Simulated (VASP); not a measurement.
# ZnO (P6_3mc) in VASP: a series of runs

ZnO is run at these levels: PBE, HSE06, r2SCAN; tasks: single point.

Everything below comes from runs of VASP 6.6.1. Logs are shortened: lines on timing, memory, paths and dates and some standing lists are left out, and cuts for length are marked.

## (1) The cell of the first run

Symmetry: P6_3mc, No. 186, hexagonal system. Conventional cell: a = 3.280 Å, b = 3.280 Å, c = 5.294 Å, α = 90.00°, β = 90.00°, γ = 120.00°. Zn (site symmetry 3m) has 4 O at 2.00 to 2.01 Å within 2.6 Å. Within 2.6 Å of O (site symmetry 3m) lie 4 Zn at 2.00 to 2.01 Å.

## (2) Single point, PBE

Contents of INCAR:

```
PREC = Accurate
ENCUT = 600
EDIFF = 1E-6
ISMEAR = 0
SIGMA = 0.01
LREAL = False
LASPH = True
NELM = 120
ALGO = Normal
ISIF = 2
LWAVE = False
LCHARG = False
GGA = PE
NBANDS = 26
GGA_COMPAT = False
```

Contents of KPOINTS:

```
Automatic mesh
0
Gamma
  3 3 2
```

Contents of POSCAR:

```
ZnO
1.0
    3.2799149755     -0.0000000010      0.0000000000
   -1.6399574869      2.8404896915      0.0000000000
    0.0000000000      0.0000000000      5.2940484900
Zn O
2 2
Direct
    0.6666666667      0.3333333333      0.5006132100
    0.3333333333      0.6666666667      0.0006132100
    0.6666666667      0.3333333333      0.8796967900
    0.3333333333      0.6666666667      0.3796967900
```

Potentials or basis: VASP PAW PBE potentials, release 64 (Zn, O).

Launch:

```bash
$ cat potpaw_PBE.64/Zn/POTCAR potpaw_PBE.64/O/POTCAR > POTCAR
$ mpirun -np 1 vasp_std > vasp.out
```

OUTCAR:

```text
PREC = Accurate
   ENCUT = 600
   EDIFF = 1E-6
   ISMEAR = 0
   LREAL = False
   LASPH = True
   NELM = 120
   ISIF = 2
   GGA = PE

 ion  position               nearest neighbor table
   1  0.667  0.333  0.501-   4 2.00   4 2.00   4 2.00   3 2.01
   2  0.333  0.667  0.001-   3 2.00   3 2.00   3 2.00   4 2.01
   3  0.667  0.333  0.880-   2 2.00   2 2.00   2 2.00   1 2.01
   4  0.333  0.667  0.380-   1 2.00   1 2.00   1 2.00   2 2.01

  LATTYP: Found a hexagonal cell.
 ALAT       =     3.2799149755
 C/A-ratio  =     1.6140810142

  Lattice vectors:

 A1 = (   3.2799149755,  -0.0000000010,   0.0000000000)
 A2 = (  -1.6399574869,   2.8404896915,   0.0000000000)
 A3 = (   0.0000000000,   0.0000000000,   5.2940484900)

Analysis of symmetry for initial positions (statically):
=====================================================================
 Subroutine PRICEL returns:
 Original cell was already a primitive cell.

 Routine SETGRP: Setting up the symmetry group for a
 hexagonal supercell.

 Subroutine GETGRP returns: Found 12 space group operations
 (whereof  6 operations were pure point group operations)
 out of a pool of 24 trial point group operations.

The static configuration has the point symmetry C_3v.
 The point group associated with its full space group is C_6v.

Analysis of symmetry for dynamics (positions and initial velocities):
=====================================================================
 Subroutine PRICEL returns:
 Original cell was already a primitive cell.

 Routine SETGRP: Setting up the symmetry group for a
 hexagonal supercell.

 Subroutine GETGRP returns: Found 12 space group operations
 (whereof  6 operations were pure point group operations)
 out of a pool of 24 trial point group operations.

The dynamic configuration has the point symmetry C_3v.
 The point group associated with its full space group is C_6v.

 Subroutine INISYM returns: Found 12 space group operations
 (whereof  6 operations are pure point group operations),
 and found     1 'primitive' translations

----------------------------------------------------------------------------------------

                                     Primitive cell

  volume of cell :      49.3223

  direct lattice vectors                    reciprocal lattice vectors
     3.279914976 -0.000000001  0.000000000     0.304885952  0.176025986  0.000000000
    -1.639957487  2.840489692  0.000000000     0.000000000  0.352051973  0.000000000
     0.000000000  0.000000000  5.294048490     0.000000000  0.000000000  0.188891356

  length of vectors
     3.279914976  3.279914975  5.294048490     0.352051973  0.352051973  0.188891356

  position of ions in fractional coordinates (direct lattice)
     0.666666667  0.333333333  0.500613210
     0.333333333  0.666666667  0.000613210
     0.666666667  0.333333333  0.879696790
     0.333333333  0.666666667  0.379696790

  ion indices of the primitive-cell ions
   primitive index   ion index
                 1           1
                 2           2
                 3           3
                 4           4

----------------------------------------------------------------------------------------

 KPOINTS: Automatic mesh

Automatic generation of k-mesh.
 Grid dimensions read from file:
 generate k-points for:    3    3    2

 Generating k-lattice:

  Cartesian coordinates                     Fractional coordinates (reciprocal lattice)
     0.101628651  0.058675329  0.000000000     0.333333333 -0.000000000  0.000000000
     0.000000000  0.117350658  0.000000000    -0.000000000  0.333333333  0.000000000
     0.000000000  0.000000000  0.094445678     0.000000000  0.000000000  0.500000000

  Length of vectors
     0.117350658  0.117350658  0.094445678

  Shift w.r.t. Gamma in fractional coordinates (k-lattice)
     0.000000000  0.000000000  0.000000000

 Subroutine IBZKPT returns following result:
 ===========================================

 Found      6 irreducible k-points:

 Following reciprocal coordinates:
            Coordinates               Weight
  0.000000  0.000000  0.000000      1.000000
  0.333333  0.000000  0.000000      6.000000
  0.333333  0.333333  0.000000      2.000000
  0.000000  0.000000  0.500000      1.000000
  0.333333  0.000000  0.500000      6.000000
  0.333333  0.333333  0.500000      2.000000
   k-points           NKPTS =      6   k-points in BZ     NKDIM =      6   number of bands    NBANDS=     26
   number of dos      NEDOS =    301   number of ions     NIONS =      4
   total plane-waves  NPLWV =  32928
   dimension x,y,z NGX =    28 NGY =   28 NGZ =   42
   dimension x,y,z NGXF=    56 NGYF=   56 NGZF=   84
   ions per type =               2   2
   NGX,Y,Z   is equivalent  to a cutoff of  14.19, 14.19, 13.19 a.u.
   NGXF,Y,Z  is equivalent  to a cutoff of  28.38, 28.38, 26.38 a.u.
 SYSTEM =  unknown system
   PREC   = accura    normal or accurate (medium, high low for compatibility)
[... 27 lines left out ...]
     AMIX     =   0.40;   BMIX     =  1.00
     AMIX_MAG =   1.60;   BMIX_MAG =  1.00
  volume/ion in A,a.u.               =      12.33        83.21
  Fermi-wavevector in a.u.,A,eV,Ry     =   1.473990  2.785436 29.560635  2.172645
  Thomas-Fermi vector in A             =   2.588816
   LORBIT       =      0    0 simple, 1 ext, 2 COOP (PROOUT), +10 PAW based schemes
   GGA     = PE    functional components
   LHFCALC =     F    Hartree Fock is set to
   AEXX    =    0.0000 exact exchange contribution
   IVDW    =     0    specifies the selected vdW correction
   LEPSILON=     F    determine dielectric tensor
   LRPA    =     F    only Hartree local field effects (RPA)
 non-spin polarized calculation
 Gauss-broadening in eV      SIGMA  =   0.01
  energy-cutoff  :      600.00
  volume of cell :       49.32
 maximum number of plane-waves:      1677
 NGX is ok and might be reduce to    28
   NGX = 13   NGY = 13   NGZ = 21

 number of electron      36.0000014 magnetization

 Free energy of the ion-electron system (eV)
  ---------------------------------------------------
  ext. energy  EPLUGINS =         0.00000000
  ---------------------------------------------------
  free energy    TOTEN  =       -17.74182254 eV

  energy without entropy =      -17.74182254  energy(sigma->0) =      -17.74182254

 E-fermi :   1.0639     XC(G=0): -10.7070

 val. band max:        0.9442098688   @ k =   0.0000   0.0000   0.0000
 cond. band min:       1.6429514198   @ k =   0.0000   0.0000   0.0000
 fundamental gap:      0.6987415510
 Fermi energy:         1.0639056498

 k-point     1 :       0.0000    0.0000    0.0000
  band No.  band energies     occupation
      1     -16.8682      2.00000
      2     -16.1974      2.00000
      3      -4.6205      2.00000
      4      -4.6205      2.00000
      5      -4.5846      2.00000
      6      -4.4575      2.00000
[... 18 lines left out ...]
     25      14.8326      0.00000
     26      14.8326      0.00000

 k-point     2 :       0.3333    0.0000    0.0000
  band No.  band energies     occupation
      1     -16.4230      2.00000
      2     -16.0390      2.00000
      3      -4.8792      2.00000
      4      -4.5511      2.00000
      5      -4.4214      2.00000
      6      -4.2195      2.00000
[... 18 lines left out ...]
     25      14.1152      0.00000
     26      14.7640      0.00000

 k-point     3 :       0.3333    0.3333    0.0000
  band No.  band energies     occupation
      1     -16.0754      2.00000
      2     -16.0754      2.00000
      3      -4.6538      2.00000
      4      -4.2688      2.00000
      5      -4.2688      2.00000
      6      -3.9026      2.00000
[... 18 lines left out ...]
     25      13.9222      0.00000
     26      14.3278      0.00000

 k-point     4 :       0.0000    0.0000    0.5000
  band No.  band energies     occupation
      1     -16.5415      2.00000
      2     -16.5415      2.00000
      3      -4.7959      2.00000
      4      -4.7959      2.00000
      5      -4.5529      2.00000
      6      -4.5529      2.00000
[... 18 lines left out ...]
     25      13.9121      0.00000
     26      13.9121      0.00000

 k-point     5 :       0.3333    0.0000    0.5000
  band No.  band energies     occupation
      1     -16.2274      2.00000
      2     -16.2274      2.00000
      3      -4.9554      2.00000
      4      -4.9554      2.00000
      5      -4.2583      2.00000
      6      -4.2583      2.00000
[... 18 lines left out ...]
     25      14.3409      0.00000
     26      14.3409      0.00000

 k-point     6 :       0.3333    0.3333    0.5000
  band No.  band energies     occupation
      1     -16.0661      2.00000
      2     -16.0661      2.00000
      3      -4.6044      2.00000
      4      -4.6044      2.00000
      5      -4.4020      2.00000
      6      -4.4020      2.00000
[... 18 lines left out ...]
     25      16.4502      0.00000
     26      16.4887      0.00000

------------------------ aborting loop because EDIFF is reached ----------------------------------------

  FORCE on cell =-STRESS in cart. coord.  units (eV):
  Direction    XX          YY          ZZ          XY          YZ          ZX
  --------------------------------------------------------------------------------------
  -------------------------------------------------------------------------------------
  Total        0.3888693      0.3888693      0.0309234     -0.0000000     -0.0000000      0.0000000
  in kB       12.6319521     12.6319521      1.0045111     -0.0000000     -0.0000000      0.0000000
  external PRESSURE =       8.7561384 kB  Pullay stress =       0.0000000 kB

 VOLUME and BASIS-vectors are now :
 -----------------------------------------------------------------------------
  energy-cutoff  :      600.00
  volume of cell :       49.32
      direct lattice vectors                 reciprocal lattice vectors
     3.279914976 -0.000000001  0.000000000     0.304885952  0.176025986  0.000000000
    -1.639957487  2.840489692  0.000000000     0.000000000  0.352051973  0.000000000
     0.000000000  0.000000000  5.294048490     0.000000000  0.000000000  0.188891356

 POSITION                                       TOTAL-FORCE (eV/Angst)
 -----------------------------------------------------------------------------------
      1.63996      0.94683      2.65027         0.000000     -0.000000      0.017547
      0.00000      1.89366      0.00325        -0.000000      0.000000      0.017547
      1.63996      0.94683      4.65716        -0.000000      0.000000     -0.017547
      0.00000      1.89366      2.01013         0.000000     -0.000000     -0.017547
 -----------------------------------------------------------------------------------
    total drift:                                0.000000      0.000000     -0.000001

  FREE ENERGIE OF THE ION-ELECTRON SYSTEM (eV)
  ---------------------------------------------------
  free  energy   TOTEN  =       -17.7418225432 eV

  energy  without entropy=      -17.7418225432  energy(sigma->0) =      -17.74182254
```

Run time: 6.5 s. Hardware: 1 thread of Intel Xeon 6975P-C (Granite Rapids), shared host; peak memory 0.17 GiB.

What came out:

```yaml
Free_energy: -17.7418 eV
Pressure: 0.9 GPa
Largest_force: 0.018 eV/Å
Band_gap_on_the_k_mesh: 0.70 eV
```

Forces on the atoms (eV/Å):
```
Zn   0.000  0.000  0.018
Zn   0.000  0.000  0.018
O    0.000  0.000 -0.018
O    0.000  0.000 -0.018
```

Levels at points of the mesh, in eV from the valence-band top:
```tsv
k point	band 16	band 17	band 18	band 19	band 20	band 21
(0.00, 0.00, 0.00)	-0.08	0.00	0.00	0.70	5.06	8.06
(0.00, 0.00, 0.50)	-0.37	-0.37	-0.37	3.34	3.34	9.88
```

Caveat: the k points lie up to 0.74 Å⁻¹ apart.

## (3) Single point, PBE

Contents of INCAR:

```
ALGO = Normal
EDIFF = 1E-6
ENCUT = 600
GGA = PE
GGA_COMPAT = F
ISIF = 2
ISMEAR = -1
LASPH = T
LCHARG = F
LREAL = F
LWAVE = F
NBANDS = 26
NELM = 120
PREC = Accurate
SIGMA = 0.01
```

Contents of KPOINTS:

```
k-points
0
Gamma
  3 3 2
```

Edit POSCAR of step 2 so:

```diff
@@ -2,4 +2,4 @@
 1.0
-    3.2799149755     -0.0000000010      0.0000000000
-   -1.6399574869      2.8404896915      0.0000000000
+    3.2799149762      0.0000000003      0.0000000000
+   -1.6399574862      2.8404896903      0.0000000000
     0.0000000000      0.0000000000      5.2940484900
```

Potentials or basis: VASP PAW PBE potentials, release 64 (Zn, O).

Launch:

```bash
$ cat potpaw_PBE.64/Zn/POTCAR potpaw_PBE.64/O/POTCAR > POTCAR
$ mpirun -np 1 vasp_std > vasp.out
```

It took 6.6 s on 1 thread of Intel Xeon 6975P-C (Granite Rapids), shared host; peak memory 0.17 GiB.

The run converged. Its results:

```
Free energy            : -17.7418 eV
Pressure               : 0.9 GPa
Largest force          : 0.018 eV/Å
Band gap on the k mesh : 0.70 eV
```

Forces in eV/Å, atoms in the order of the input:
```
Zn   0.000  0.000  0.018
Zn   0.000  0.000  0.018
O    0.000  0.000 -0.018
O    0.000  0.000 -0.018
```

Stress tensor (GPa, compression positive):
```
1.26 0.00 0.00
0.00 1.26 0.00
0.00 0.00 0.10
```

Levels at points of the mesh, in eV from the valence-band top:
| k point | band 15 | band 16 | band 17 | band 18 | band 19 | band 20 | band 21 | band 22 |
| --- | --- | --- | --- | --- | --- | --- | --- | --- |
| (0.00, 0.00, 0.00) | -0.76 | -0.08 | 0.00 | 0.00 | 0.70 | 5.06 | 8.06 | 12.68 |
| (0.00, 0.00, 0.50) | -0.37 | -0.37 | -0.37 | -0.37 | 3.34 | 3.34 | 9.88 | 9.88 |

Caveat: the k points lie up to 0.74 Å⁻¹ apart.

## (4) Single point, PBE

Contents of INCAR:

```
  PREC = Accurate
  ENCUT = 600
  EDIFF = 1E-6
  ISMEAR = -1
  SIGMA = 0.01
  LREAL = False
  LASPH = True
  NELM = 120
  ALGO = Normal
  ISIF = 2
  LWAVE = False
  LCHARG = False
  GGA = PE
  ISYM = 0
  NBANDS = 26
  GGA_COMPAT = False
```

Contents of KPOINTS:

```
Automatic mesh
0
Gamma
  6 6 4
  0.5 0.5 0.5
```

POSCAR is that of step 3.

Launch:

```bash
$ cat potpaw_PBE.64/Zn/POTCAR potpaw_PBE.64/O/POTCAR > POTCAR
$ mpirun -np 1 vasp_std > vasp.out
```

Run time: 2.2 min. Hardware: 1 thread of Intel Xeon 6975P-C (Granite Rapids), shared host; peak memory 0.38 GiB.

Results (log left out):

- Free energy: -17.8656 eV
- Pressure: 0.7 GPa
- Band gap on the k mesh: 1.64 eV

Levels at points of the mesh, in eV from the valence-band top:
```tsv
k point	band 15	band 16	band 17	band 18	band 19	band 20	band 21	band 22
(0.08, 0.08, 0.12)	-1.13	-0.82	-0.17	-0.11	2.21	5.78	8.28	11.21
```

Caveat: a shifted mesh leaves out Γ, where band edges can lie. A k mesh can miss the band edges.

## (5) Single point, HSE06

POSCAR is that of step 4.

Contents of INCAR.step1:

```
  PREC = Accurate
  ENCUT = 520
  EDIFF = 1E-5
  ISMEAR = -1
  SIGMA = 0.01
  LREAL = False
  LASPH = True
  NELM = 120
  ALGO = Normal
  ISIF = 2
  LWAVE = True
  LCHARG = False
  NBANDS = 26
  GGA = PE
  GGA_COMPAT = False
```

Contents of INCAR.step2:

```
  PREC = Accurate
  ENCUT = 520
  EDIFF = 1E-6
  ISMEAR = -1
  SIGMA = 0.01
  LREAL = False
  LASPH = True
  NELM = 120
  ALGO = Normal
  ISIF = 2
  LWAVE = False
  LCHARG = False
  GGA = PE
  LHFCALC = True
  HFSCREEN = 0.2079
  PRECFOCK = Normal
  NBANDS = 26
  ISTART = 1
  GGA_COMPAT = False
```

Contents of KPOINTS:

```
Automatic mesh
0
Gamma
  3 3 2
```

Launch:

```bash
$ cat potpaw_PBE.64/Zn/POTCAR potpaw_PBE.64/O/POTCAR > POTCAR
$ cp INCAR.step1 INCAR
$ mpirun -np 1 vasp_std > vasp.out
$ cp INCAR.step2 INCAR
$ mpirun -np 1 vasp_std > vasp.out
```

Wall time 3 min (1 thread of Intel Xeon 6975P-C (Granite Rapids), shared host); peak memory 0.26 GiB.

Results (log left out):

```
Free energy            : -22.6363 eV
Pressure               : -3.3 GPa
Largest force          : 0.005 eV/Å
Band gap on the k mesh : 2.44 eV
```

Forces on the atoms (eV/Å):
```
Zn   0.000  0.000  0.005
Zn   0.000  0.000  0.005
O    0.000  0.000 -0.005
O    0.000  0.000 -0.005
```

Stress tensor (GPa, compression positive):
```
-2.87  0.00  0.00
 0.00 -2.87  0.00
 0.00  0.00 -4.01
```

Levels at points of the mesh, in eV from the valence-band top:
```
           k point  band 16  band 17  band 18  band 19  band 20  band 21
(0.00, 0.00, 0.00)    -0.04     0.00     0.00     2.44     7.07    10.13
(0.00, 0.00, 0.50)    -0.40    -0.40    -0.40     5.15     5.15    11.99
```

Caveat: the k points lie up to 0.74 Å⁻¹ apart; the PAW data sets were made with another functional, which shifts forces and pressure a little.

## (6) Single point, r2SCAN

POSCAR is that of step 5.

Contents of INCAR.step1:

```
SYSTEM = ZnO
ALGO     = Normal         ! electronic algorithm
EDIFF    = 1E-5           ! SCF threshold, eV
ENCUT    = 660            ! plane-wave cutoff, eV
GGA      = PE             ! functional
GGA_COMPAT= .FALSE.      
ISMEAR   = -1             ! smearing method
ISYM     = 0            
LASPH    = .TRUE.         ! aspherical terms in the spheres
LCHARG   = .FALSE.        ! write CHGCAR
LREAL    = .FALSE.        ! projectors in reciprocal space
LWAVE    = .TRUE.         ! write WAVECAR
NBANDS   = 26             ! bands
NELM     = 120            ! most SCF steps
PREC     = Accurate       ! precision mode
SIGMA    = 0.01           ! smearing width, eV
```

Contents of INCAR.step2:

```
SYSTEM = ZnO
ALGO     = Normal         ! electronic algorithm
EDIFF    = 1E-6           ! SCF threshold, eV
ENCUT    = 660            ! plane-wave cutoff, eV
GGA_COMPAT= .FALSE.      
ISIF     = 2              ! what is computed and relaxed
ISMEAR   = -1             ! smearing method
ISTART   = 1            
ISYM     = 0            
LASPH    = .TRUE.         ! aspherical terms in the spheres
LCHARG   = .FALSE.        ! write CHGCAR
LMIXTAU  = .TRUE.       
LREAL    = .FALSE.        ! projectors in reciprocal space
LWAVE    = .FALSE.        ! write WAVECAR
METAGGA  = R2SCAN         ! meta-GGA
NBANDS   = 26             ! bands
NELM     = 120            ! most SCF steps
PREC     = Accurate       ! precision mode
SIGMA    = 0.01           ! smearing width, eV
```

Contents of KPOINTS:

```
Automatic mesh
0
Gamma
  6 6 4
  0.5 0.5 0.5
```

Potentials or basis: VASP PAW PBE potentials, release 64 (Zn, O).

Launch:

```bash
$ cat potpaw_PBE.64/Zn/POTCAR potpaw_PBE.64/O/POTCAR > POTCAR
$ cp INCAR.step1 INCAR
$ mpirun -np 1 vasp_std > vasp.out
$ cp INCAR.step2 INCAR
$ mpirun -np 1 vasp_std > vasp.out
```

It took 11 min on 1 thread of Intel Xeon 6975P-C (Granite Rapids), shared host; peak memory 0.43 GiB.

Results (log left out):

| Property | Result |
| --- | --- |
| Free energy | -36.3016 eV |
| Pressure | -5.3 GPa |
| Largest force | 0.005 eV/Å |
| Band gap on the k mesh | 2.02 eV |

Forces in eV/Å, atoms in the order of the input:
```
Zn   0.000  0.000  0.005
Zn   0.000  0.000  0.005
O    0.000  0.000 -0.005
O    0.000  0.000 -0.005
```

Stress tensor (GPa, compression positive):
```
-5.20  0.00  0.00
 0.00 -5.20  0.00
 0.00  0.00 -5.36
```

Levels at points of the mesh, in eV from the valence-band top:
```csv
k point,band 15,band 16,band 17,band 18,band 19,band 20,band 21,band 22
"(0.08, 0.08, 0.12)",-1.10,-0.81,-0.18,-0.11,2.61,6.40,8.88,11.89
```

Caveat: the cell stands under tension; the PAW data sets were made with another functional, which shifts forces and pressure a little; a shifted mesh leaves out Γ, where band edges can lie. A k mesh can miss the band edges.

## (7) The runs side by side

| level | k mesh | cutoff (eV) | smearing | grid for exact exchange (PRECFOCK) | share of exact exchange | screening parameter | gap on the mesh (eV) | pressure (GPa) | largest force (eV/Å) |
| --- | --- | --- | --- | --- | --- | --- | --- | --- | --- |
| PBE | 3 × 3 × 2 | 600 | gaussian 0.01 eV | - | - | - | 0.70 | 0.9 | 0.02 |
| PBE | 3 × 3 × 2 | 600 | fermi-dirac 0.01 eV | - | - | - | 0.70 | 0.9 | 0.02 |
| PBE | 6 × 6 × 4, shifted | 600 | fermi-dirac 0.01 eV | - | - | - | 1.64 | 0.7 | - |
| HSE06 | 3 × 3 × 2 | 520 | fermi-dirac 0.01 eV | Normal | 0.25 | 0.2079 1/Å | 2.44 | -3.3 | - |
| r2SCAN | 6 × 6 × 4, shifted | 660 | fermi-dirac 0.01 eV | - | - | - | 2.02 | -5.3 | 0.01 |

Alike in all rows: task single point; potentials or basis VASP PAW PBE potentials, release 64 (Zn, O); no spin polarisation; cell a = 3.280, b = 3.280, c = 5.294 Å, angles 90.0, 90.0, 120.0°, 4 atoms.

Caveats: some runs use coarse meshes; a shifted mesh leaves out Γ, where band edges can lie (at least some runs); the PAW data sets were made with another functional, which shifts forces and pressure a little (at least some runs); the cell stands under tension (at least some runs).

Absolute energies hang on the potentials; compare differences alone.
